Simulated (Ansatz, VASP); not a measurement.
**Nb in VASP and in Ansatz**

Contents of INCAR:

```
  ALGO = Normal
  DIPOL = 0.5 0.5 0.500
  EDIFF = 1E-6
  ENCUT = 520
  GGA = PE
  GGA_COMPAT = False
  IDIPOL = 3
  ISIF = 2
  ISMEAR = -1
  LASPH = True
  LCHARG = False
  LDIPOL = True
  LMAXMIX = 4
  LORBIT = 11
  LORBMOM = True
  LREAL = False
  LSORBIT = True
  LWAVE = False
  MAGMOM = 0 0 0 0 0 0 0 0 0 0 0 0 0 0 0
  NBANDS = 80
  NELM = 150
  PREC = Accurate
  SIGMA = 0.05
```

Contents of KPOINTS:

```
k-points
0
Gamma
  10 10 1
```

The input POSCAR:

```
Nb
1.0
    2.9910616844      0.0000000000      0.0000000000
   -1.4955308422      2.5903354030      0.0000000000
    0.0000000000      0.0000000000     24.7687665547
Nb
5
Direct
    0.6666666667      0.3333333333      0.3028007060
    0.3333333333      0.6666666667      0.4014003530
    0.0000000000      0.0000000000      0.5000000000
    0.6666666667      0.3333333333      0.5985996470
    0.3333333333      0.6666666667      0.6971992940
```

The input input.yaml:

```yaml
crystal:
  lattice:
    - [2.9910616844, 0.0, 0.0]
    - [-1.4955308422, 2.590335403, 0.0]
    - [0.0, 0.0, 24.7687665547]
  atoms:
    - { symbol: Nb, position: [0.6666666667, 0.3333333333, 0.302800706] }
    - { symbol: Nb, position: [0.3333333333, 0.6666666667, 0.401400353] }
    - { symbol: Nb, position: [0.0, 0.0, 0.5] }
    - { symbol: Nb, position: [0.6666666667, 0.3333333333, 0.598599647] }
    - { symbol: Nb, position: [0.3333333333, 0.6666666667, 0.697199294] }
hamiltonian:
  xc: pbe
  pseudopotentials: { kind: paw_fr }
magnetization:
  noncollinear: true
  spin_orbit: true
kpoints:
  mp_grid: { grid: [10, 10, 1] }
  band_path:
    path:
      - [0.0, 0.0, 0.0]
      - [0.5, 0.0, 0.0]
      - [0.3333333333, 0.3333333333, 0.0]
      - [0.0, 0.0, 0.0]
    npoints: 14
scf:
  occupations: { method: fermi_dirac, width: 0.05 }
  n_extra_bands: 12
output:
  forces: true
  eigenvalues: true
  fatbands: false
efield:
  axis: 3
  dipole_correction: true
  ramp_width: 0.04
```

Alike in both runs: functional PBE; k mesh 10 × 10 × 1; occupations fermi-dirac, width 0.05 eV; non-collinear spin, spin-orbit coupling.

```csv
,VASP,Ansatz
version,VASP 6.6.1,Ansatz 0.2.0
potentials or method,"VASP PAW PBE potentials, release 64 (Nb_sv)",Ansatz PAW
plane-wave cutoff (eV),520,420
valence electrons in the cell,65,65
task,single point,band structure
```

Ansatz gave:

```
rms of the force components (eV/Å) : 0.074
```

Question: What did VASP give for the same quantities?

Answer: rms of the force components (eV/Å): 0.076.

Atom by atom the forces differ by 0.006 eV/Å (rms over components). The functional is the same, so the differences come from potentials, cutoffs and numerics.
